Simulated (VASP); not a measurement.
Here is a VASP 6.6.1 calculation.

INCAR

```
SYSTEM = MgO
PREC = Accurate ; ENCUT = 520
EDIFF = 1E-6 ; ISMEAR = 0
SIGMA = 0.01 ; LREAL = .FALSE.
LASPH = .TRUE. ; NELM = 60
ALGO = Normal ; ISIF = 2
LWAVE = .FALSE. ; LCHARG = .FALSE.
GGA = PE ; NBANDS = 11
```

File KPOINTS:

```
regular mesh
0
G
  6 6 6
  0 0 0
```

The input POSCAR:

```
MgO
1.0
    0.0171326694      2.1021680256      2.1021680256
    2.1021680256      0.0171326694      2.1021680256
    2.1193006950      2.1193006950      0.0000000000
Mg O
1 1
Direct
    0.0000000000      0.0000000000      0.0000000000
    0.5000000000      0.5000000000      0.5000000000
```

Potentials or basis: VASP PAW PBE potentials, release 64 (Mg, O).

Run with:

```bash
$ cat potpaw_PBE.64/Mg/POTCAR potpaw_PBE.64/O/POTCAR > POTCAR
$ mpirun -np 1 vasp_std > vasp.out
```

**Question.** What does it give for the pressure?

**Answer.** 4.9 GPa.

**Question.** What does it give for the band gap on the k mesh?

**Answer.** 4.71 eV, direct.

Stress tensor (GPa, compression positive):
```
 4.92 -2.42  0.00
-2.42  4.92  0.00
 0.00  0.00  4.86
```

Caveat: the k points lie up to 0.43 Å⁻¹ apart; the cell differs from its parent crystal (shear xy strain +1.6%).
